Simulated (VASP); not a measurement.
# Pt (R-3m) in VASP: further runs

Pt is run at these levels: LDA; tasks: single point.

Everything below comes from runs of VASP 6.6.1. Logs are shortened: lines on timing, memory, paths and dates and some standing lists are left out, and cuts for length are marked.

### 1 The cell of the first run

It takes space group R-3m (No. 166, trigonal). Conventional cell: a = 5.933 Å, b = 5.933 Å, c = 1.643 Å, α = 90.00°, β = 90.00°, γ = 120.00°. Within 2.2 Å of Pt (site symmetry -3m) lie 2 Pt at 1.64 Å.

### 2 Single point, LDA (16.70 Å³/atom)

File INCAR:

```
ALGO = Fast ; EDIFF = 1E-6
ENCUT = 520 ; ISIF = 2
ISMEAR = 0 ; LASPH = True
LCHARG = True ; LELF = True
LREAL = False ; LVHAR = True
LWAVE = False ; NBANDS = 11
NELM = 60 ; PREC = Accurate
SIGMA = 0.15
```

File KPOINTS:

```
k-points
0
Gamma
  22 22 22
```

File POSCAR:

```
Pt
1.0
   -2.4807686597      1.7147980337      1.7147980337
    1.7147980337     -2.4807686597      1.7147980337
    1.7147980337      1.7147980337     -2.4807686597
Pt
1
Direct
    0.0000000000      0.0000000000      0.0000000000
```

Potentials or basis: VASP PAW LDA potentials, release 64 (Pt).

Run with:

```sh
$ cat potpaw_LDA.64/Pt/POTCAR > POTCAR
$ mpirun -np 1 vasp_std > vasp.out
```

OUTCAR:

```text
EDIFF = 1E-6
   ENCUT = 520
   ISIF = 2
   ISMEAR = 0
   LASPH = True
   LREAL = False
   NELM = 60
   PREC = Accurate

 ion  position               nearest neighbor table
   1  0.000  0.000  0.000-

  LATTYP: Found a trigonal (rhomboedric) cell.
 ALAT       =     3.4691897809
 COS(alpha) =    -0.4625985594

  Lattice vectors:

 A1 = (  -2.4807686597,   1.7147980337,   1.7147980337)
 A2 = (   1.7147980337,  -2.4807686597,   1.7147980337)
 A3 = (   1.7147980337,   1.7147980337,  -2.4807686597)

Analysis of symmetry for initial positions (statically):
=====================================================================
 Subroutine PRICEL returns:
 Original cell was already a primitive cell.

 Routine SETGRP: Setting up the symmetry group for a
 trigonal (rhombohedral) supercell.

 Subroutine GETGRP returns: Found 12 space group operations
 (whereof 12 operations were pure point group operations)
 out of a pool of 12 trial point group operations.

The static configuration has the point symmetry D_3d.

Analysis of symmetry for dynamics (positions and initial velocities):
=====================================================================
 Subroutine PRICEL returns:
 Original cell was already a primitive cell.

 Routine SETGRP: Setting up the symmetry group for a
 trigonal (rhombohedral) supercell.

 Subroutine GETGRP returns: Found 12 space group operations
 (whereof 12 operations were pure point group operations)
 out of a pool of 12 trial point group operations.

The dynamic configuration has the point symmetry D_3d.

 Subroutine INISYM returns: Found 12 space group operations
 (whereof 12 operations are pure point group operations),
 and found     1 'primitive' translations

----------------------------------------------------------------------------------------

                                     Primitive cell

  volume of cell :      16.7020

  direct lattice vectors                    reciprocal lattice vectors
    -2.480768660  1.714798034  1.714798034     0.192412935  0.430759760  0.430759760
     1.714798034 -2.480768660  1.714798034     0.430759760  0.192412935  0.430759760
     1.714798034  1.714798034 -2.480768660     0.430759760  0.430759760  0.192412935

  length of vectors
     3.469189781  3.469189781  3.469189781     0.638851062  0.638851062  0.638851062

  position of ions in fractional coordinates (direct lattice)
     0.000000000  0.000000000  0.000000000

  ion indices of the primitive-cell ions
   primitive index   ion index
                 1           1

----------------------------------------------------------------------------------------

 KPOINTS: k-points

Automatic generation of k-mesh.
 Grid dimensions read from file:
 generate k-points for:   22   22   22

 Generating k-lattice:

  Cartesian coordinates                     Fractional coordinates (reciprocal lattice)
     0.008746043  0.019579989  0.019579989     0.045454545 -0.000000000 -0.000000000
     0.019579989  0.008746043  0.019579989    -0.000000000  0.045454545 -0.000000000
     0.019579989  0.019579989  0.008746043    -0.000000000 -0.000000000  0.045454545

  Length of vectors
     0.029038685  0.029038685  0.029038685

  Shift w.r.t. Gamma in fractional coordinates (k-lattice)
     0.000000000  0.000000000  0.000000000

 Subroutine IBZKPT returns following result:
 ===========================================

 Found   1024 irreducible k-points:

 Following reciprocal coordinates:
            Coordinates               Weight
  0.000000  0.000000  0.000000      1.000000
  0.045455  0.000000  0.000000      6.000000
  0.090909  0.000000  0.000000      6.000000
  0.136364  0.000000  0.000000      6.000000
  0.181818  0.000000  0.000000      6.000000
  0.227273  0.000000  0.000000      6.000000
[... 16 lines left out ...]
  0.500000  0.045455  0.000000     12.000000
 -0.454545  0.045455  0.000000     12.000000
 [... further k-points ...]
   k-points           NKPTS =   1024   k-points in BZ     NKDIM =   1024   number of bands    NBANDS=     11
   number of dos      NEDOS =    301   number of ions     NIONS =      1
   total plane-waves  NPLWV =  21952
   dimension x,y,z NGX =    28 NGY =   28 NGZ =   28
   dimension x,y,z NGXF=    56 NGYF=   56 NGZF=   56
   ions per type =               1
   NGX,Y,Z   is equivalent  to a cutoff of  13.42, 13.42, 13.42 a.u.
   NGXF,Y,Z  is equivalent  to a cutoff of  26.84, 26.84, 26.84 a.u.
 SYSTEM =  unknown system
   PREC   = accura    normal or accurate (medium, high low for compatibility)
   ISTART =      0    job   : 0-new  1-cont  2-samecut
   ICHARG =      2    charge: 1-file 2-atom 10-const
   ISPIN  =      1    spin polarized calculation?
   LNONCOLLINEAR =      F non collinear calculations
   LSORBIT =      F    spin-orbit coupling
   LASPH  =      T    aspherical Exc in radial PAW
   ENCUT  =  520.0 eV  38.22 Ry    6.18 a.u.   6.45  6.45  6.45*2*pi/ulx,y,z
   NELM   =     60;   NELMIN=  2; NELMDL= -5     # of ELM steps
   EDIFF  = 0.1E-05   stopping-criterion for ELM
   LREAL  =      F    real-space projection
   EDIFFG = 0.1E-04   stopping-criterion for IOM
   NSW    =      0    number of steps for IOM
   IBRION =     -1    ionic relax: 0-MD 1-quasi-New 2-CG
   NFREE  =      0    steps in history (QN), initial steepest desc. (CG)
   ISIF   =      2    stress and relaxation
   ISYM   =      2    0-nonsym 1-usesym 2-fastsym
   POTIM  = 0.5000    time-step for ionic-motion
   TEBEG  =    0.0;   TEEND  =   0.0 temperature during run
   PSTRESS=    0.0 pullay stress
   NELECT =      10.0000    total number of electrons
   NUPDOWN=      -1.0000    fix difference up-down
   EMIN   =  10.00;   EMAX   =-10.00  energy-range for DOS
   EFERMI =   0.00;   METHOD = LEGACY
   ISMEAR =     0;   SIGMA  =   0.15  broadening in eV -4-tet -1-fermi 0-gaus
   EFERMI_NEDOS =   21; number of points for ismear=-14 and -15
   IALGO  =     68    algorithm
   IMIX   =      4    mixing-type and parameters
     AMIX     =   0.40;   BMIX     =  1.00
     AMIX_MAG =   1.60;   BMIX_MAG =  1.00
  volume/ion in A,a.u.               =      16.70       112.71
  Fermi-wavevector in a.u.,A,eV,Ry     =   1.379808  2.607459 25.903727  1.903870
  Thomas-Fermi vector in A             =   2.504743
   LORBIT       =      0    0 simple, 1 ext, 2 COOP (PROOUT), +10 PAW based schemes
   GGA     = CA    functional components
   LHFCALC =     F    Hartree Fock is set to
   AEXX    =    0.0000 exact exchange contribution
   IVDW    =     0    specifies the selected vdW correction
   LEPSILON=     F    determine dielectric tensor
   LRPA    =     F    only Hartree local field effects (RPA)
 non-spin polarized calculation
 RMM-DIIS sequential band-by-band and
 Gauss-broadening in eV      SIGMA  =   0.15
  energy-cutoff  :      520.00
  volume of cell :       16.70
 maximum number of plane-waves:       465
 NGX is ok and might be reduce to    28
   NGX = 13   NGY = 13   NGZ = 13

 number of electron      10.0000000 magnetization

 number of electron       9.9999999 magnetization

 Free energy of the ion-electron system (eV)
  ---------------------------------------------------
  ext. energy  EPLUGINS =         0.00000000
  ---------------------------------------------------
  free energy    TOTEN  =         6.83583556 eV

  energy without entropy =        6.84093727  energy(sigma->0) =        6.83838641

 E-fermi :  10.5483     XC(G=0): -12.3780

 val. band max:       10.5466540519   @ k =   0.4091   0.0909   0.0455
 cond. band min:      10.5507048439   @ k =  -0.4545   0.5000   0.1364
 fundamental gap:      0.0040507920
 Fermi energy:        10.5482535220

 k-point     1 :       0.0000    0.0000    0.0000
  band No.  band energies     occupation
      1      -6.1011      2.00000
      2       1.5312      2.00000
      3       2.8811      2.00000
      4       2.8811      2.00000
      5      17.0868      0.00000
      6      17.0868      0.00000
      7      19.5420      0.00000
      8      20.5990      0.00000
      9      20.5990      0.00000
     10      27.4172      0.00000
     11      27.4172      0.00000

 k-point     2 :       0.0455    0.0000    0.0000
  band No.  band energies     occupation
      1      -5.7551      2.00000
      2       1.7327      2.00000
      3       2.9664      2.00000
      4       2.9783      2.00000
      5      15.3993      0.00000
      6      15.4067      0.00000
      7      19.6690      0.00000
      8      21.6657      0.00000
      9      21.7405      0.00000
     10      27.5233      0.00000
     11      27.5610      0.00000

 k-point     3 :       0.0909    0.0000    0.0000
  band No.  band energies     occupation
      1      -4.7514      2.00000
      2       2.3665      2.00000
      3       3.2206      2.00000
      4       3.2677      2.00000
      5      12.4577      0.00000
      6      12.4746      0.00000
      7      20.0437      0.00000
      8      22.8023      0.00000
      9      23.1711      0.00000
     10      27.8442      0.00000
     11      28.0542      0.00000

 k-point     4 :       0.1364    0.0000    0.0000
  band No.  band energies     occupation
      1      -3.2091      2.00000
      2       3.5148      2.00000
      3       3.6384      2.00000
      4       3.7501      2.00000
      5       9.3644      2.00000
      6       9.3715      2.00000
      7      20.6454      0.00000
      8      23.3080      0.00000
      9      24.1639      0.00000
     10      28.2913      0.00000
     11      28.9358      0.00000

 k-point     5 :       0.1818    0.0000    0.0000
  band No.  band energies     occupation
      1      -1.3543      2.00000
      2       4.2054      2.00000
      3       4.3756      2.00000
      4       5.1938      2.00000
      5       6.3778      2.00000
      6       6.5781      2.00000
      7      21.4299      0.00000
      8      23.5454      0.00000
      9      24.9389      0.00000
     10      28.8404      0.00000
     11      30.0839      0.00000
[... 211 lines left out ...]
 k-point    21 :       0.4091    0.0455    0.0000
  band No.  band energies     occupation
      1      -4.6066      2.00000
      2      -4.4890      2.00000
      3       9.0109      2.00000
      4       9.1993      2.00000
      5       9.8923      2.00000
      6      18.5404      0.00000
      7      24.5686      0.00000
      8      26.9357      0.00000
      9      27.8089      0.00000
     10      30.1924      0.00000
     11      31.3998      0.00000

 k-point    22 :       0.4545    0.0455    0.0000
  band No.  band energies     occupation
      1      -4.8571      2.00000
      2      -4.7333      2.00000
      3       9.2248      2.00000
      4       9.5091      2.00000
      5      10.7328      0.08181
      6      17.9407      0.00000
      7      24.2273      0.00000
      8      26.5386      0.00000
      9      27.6263      0.00000
     10      30.2650      0.00000
     11      31.4142      0.00000

 k-point    23 :       0.5000    0.0455    0.0000
  band No.  band energies     occupation
      1      -4.6215      2.00000
      2      -4.4907      2.00000
      3       8.9943      2.00000
      4       9.2643      2.00000
      5      10.2923      1.98418
      6      18.1682      0.00000
      7      24.0787      0.00000
      8      25.5134      0.00000
      9      28.3855      0.00000
     10      30.6603      0.00000
     11      31.2941      0.00000

 k-point    24 :      -0.4545    0.0455    0.0000
  band No.  band energies     occupation
      1      -3.9045      2.00000
      2      -3.7655      2.00000
      3       8.2445      2.00000
      4       8.4373      2.00000
      5       9.1731      2.00000
      6      18.4027      0.00000
      7      23.9804      0.00000
      8      25.1845      0.00000
      9      28.8493      0.00000
     10      30.9870      0.00000
     11      31.5430      0.00000

 [... further k-points ...]
[... 5 lines left out ...]
  --------------------------------------------------------------------------------------
  -------------------------------------------------------------------------------------
  Total       26.1576031     26.1576031     26.1576031     26.1367566     26.1367566     26.1367566
  in kB     2509.2275623   2509.2275623   2509.2275623   2507.2278074   2507.2278074   2507.2278074
  external PRESSURE =    2509.2275623 kB  Pullay stress =       0.0000000 kB

 VOLUME and BASIS-vectors are now :
 -----------------------------------------------------------------------------
  energy-cutoff  :      520.00
  volume of cell :       16.70
      direct lattice vectors                 reciprocal lattice vectors
    -2.480768660  1.714798034  1.714798034     0.192412935  0.430759760  0.430759760
     1.714798034 -2.480768660  1.714798034     0.430759760  0.192412935  0.430759760
     1.714798034  1.714798034 -2.480768660     0.430759760  0.430759760  0.192412935

 POSITION                                       TOTAL-FORCE (eV/Angst)
 -----------------------------------------------------------------------------------
      0.00000      0.00000      0.00000         0.000000      0.000000      0.000000
 -----------------------------------------------------------------------------------
    total drift:                                0.000000     -0.000000      0.000000

  FREE ENERGIE OF THE ION-ELECTRON SYSTEM (eV)
  ---------------------------------------------------
  free  energy   TOTEN  =         6.8358355563 eV

  energy  without entropy=        6.8409372694  energy(sigma->0) =        6.83838641
```

Wall time 2.3 min (1 thread of Intel Xeon 6975P-C (Granite Rapids), shared host); peak memory 0.31 GiB.

Results:

- Free energy: 6.8358 eV
- Pressure: 250.9 GPa
- Band gap on the k mesh: zero (bands 5 and 6 overlap by 10.71 eV)

Stress tensor (GPa, compression positive):
```
250.92 250.72 250.72
250.72 250.92 250.72
250.72 250.72 250.92
```

Levels at points of the mesh, in eV from the Fermi level:
| k point | band 1 | band 2 | band 3 | band 4 | band 5 | band 6 | band 7 | band 8 | band 9 | band 10 |
| --- | --- | --- | --- | --- | --- | --- | --- | --- | --- | --- |
| (0.00, 0.00, 0.00) | -16.65 | -9.02 | -7.67 | -7.67 | 6.54 | 6.54 | 8.99 | 10.05 | 10.05 | 16.87 |
| (0.50, 0.00, 0.00) | -15.41 | -15.28 | -1.33 | -1.04 | 0.21 | 7.31 | 13.68 | 16.65 | 16.68 | 19.50 |
| (0.50, 0.50, 0.00) | -16.57 | -8.61 | -6.32 | -2.93 | -2.75 | 5.26 | 6.55 | 6.57 | 12.30 | 18.16 |
| (0.50, 0.50, 0.50) | -15.44 | -15.44 | -1.00 | -1.00 | 1.38 | 11.47 | 11.47 | 12.10 | 16.36 | 16.36 |

Caveat: atoms lie so close that the PAW spheres overlap strongly, which falsifies energies and pressures; the cell stands under pressure; spin-orbit coupling is left out, which moves the levels of the heavy elements.

[end of part 1 of 2]
